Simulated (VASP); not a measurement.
Write the native input for VASP 6.6.1 that does the following.

```yaml
Task: relaxation of cell and atoms
Functional: PBE
Potentials_or_basis: VASP PAW PBE potentials, release 64 (Al, Ni)
Cutoff: 600 eV
k_mesh: 16 × 16 × 14
Occupations: gaussian, width 0.1 eV
Spin: no spin polarisation
Target_pressure: 20 GPa
Dipole_correction: no
Further_INCAR_settings: ALGO = Normal; EDIFF = 1e-06; IBRION = 2; EDIFFG = -0.008; NSW = 70; ISIF = 3
```

The structure of AlNi lies in POSCAR:

```
AlNi
1.0
    1.9743149871     -1.9743149871      0.0000000000
    1.9743149871      1.9743149871      0.0000000000
    0.0000000000      0.0000000000      2.8021058594
Al Ni
1 1
Direct
    0.0000000000      0.0000000000      0.0000000000
    0.5000000000      0.5000000000      0.5000000000
```

The input as run:

INCAR

```
SYSTEM = AlNi
PREC     = Accurate       ! precision mode
ENCUT    = 600            ! plane-wave cutoff, eV
EDIFF    = 1E-6           ! SCF threshold, eV
ISMEAR   = 0              ! smearing method
SIGMA    = 0.1            ! smearing width, eV
LREAL    = .False.        ! projectors in reciprocal space
LASPH    = .True.         ! aspherical terms in the spheres
NELM     = 80             ! most SCF steps
ALGO     = Normal         ! electronic algorithm
ISIF     = 3              ! what is computed and relaxed
LWAVE    = .False.        ! write WAVECAR
LCHARG   = .False.        ! write CHGCAR
GGA      = PE             ! functional
IBRION   = 2              ! ionic algorithm
NSW      = 70             ! ionic steps
EDIFFG   = -0.008         ! ionic threshold
PSTRESS  = 200.0
```

KPOINTS

```
Automatic mesh
0
Gamma
  16 16 14
  0 0 0
```

Potentials or basis: VASP PAW PBE potentials, release 64 (Al, Ni).

The run is started by

```bash
$ cat potpaw_PBE.64/Al/POTCAR potpaw_PBE.64/Ni/POTCAR > POTCAR
$ mpirun -np 1 vasp_std > vasp.out
```

Results of the run:

```json
{
 "Relaxed volume": "10.94 Å³/atom",
 "Relaxed cell": "a = 2.794 Å, b = 2.794 Å, c = 2.803 Å, α = 90.00°, β = 90.00°, γ = 90.00°",
 "Space group after relaxing (to 0.05 Å)": "Pm-3m (No. 221)",
 "Energy change on relaxing (the enthalpy is what falls)": "-2.3 meV/atom",
 "Ionic steps": "3",
 "Pressure after relaxing": "20.0 GPa"
}
```

Caveat: the cell is relaxed towards a set pressure, so the enthalpy falls and the energy may rise.

Run time: 79 s on 1 thread of Intel(R) Xeon(R) Platinum 8375C CPU @ 2.90GHz (Ice Lake) (shared host), peak memory 0.24 GiB.
